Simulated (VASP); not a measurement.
Write the native input for VASP 6.6.1 that does the following.

```yaml
Task: single point
Functional: PBEsol
Potentials_or_basis: VASP PAW PBE potentials, release 64 (K_sv, Hg)
Cutoff: 520 eV
k_mesh: 4 × 4 × 4
Occupations: methfessel-paxton, width 0.1 eV
Spin: no spin polarisation
Dipole_correction: no
Further_INCAR_settings: ALGO = Normal; EDIFF = 1e-06; NBANDS = 28
```

The structure of K3Hg lies in POSCAR:

```
K3Hg
1.0
    0.0000000000      4.5771890000      4.5771890000
    4.5771890000      0.0000000000      4.5771890000
    4.5771890000      4.5771890000      0.0000000000
K Hg
3 1
Direct
    0.2500000000      0.2500000000      0.2500000000
    0.7500000000      0.7500000000      0.7500000000
    0.5000000000      0.5000000000      0.5000000000
    0.0000000000      0.0000000000      0.0000000000
```

These files were run (other wordings do the same):

INCAR

```
  ALGO = Normal
  EDIFF = 1E-6
  ENCUT = 520
  GGA = PS
  ISIF = 2
  ISMEAR = 1
  LASPH = True
  LCHARG = False
  LREAL = False
  LWAVE = False
  NBANDS = 28
  NELM = 100
  PREC = Accurate
  SIGMA = 0.1
```

KPOINTS

```
k-points
0
Gamma
  4 4 4
```

Potentials or basis: VASP PAW PBE potentials, release 64 (K_sv, Hg).

Run with:

```bash
$ cat potpaw_PBE.64/K_sv/POTCAR potpaw_PBE.64/Hg/POTCAR > POTCAR
$ mpirun -np 1 vasp_std > vasp.out
```

Results of the run:

The pressure is -0.2 GPa.

Caveat: the PAW data sets were made with another functional, which shifts forces and pressure a little.

Wall time 34 s on 1 thread of Intel(R) Xeon(R) Platinum 8559C (Emerald Rapids) (shared host), peak memory 0.32 GiB.
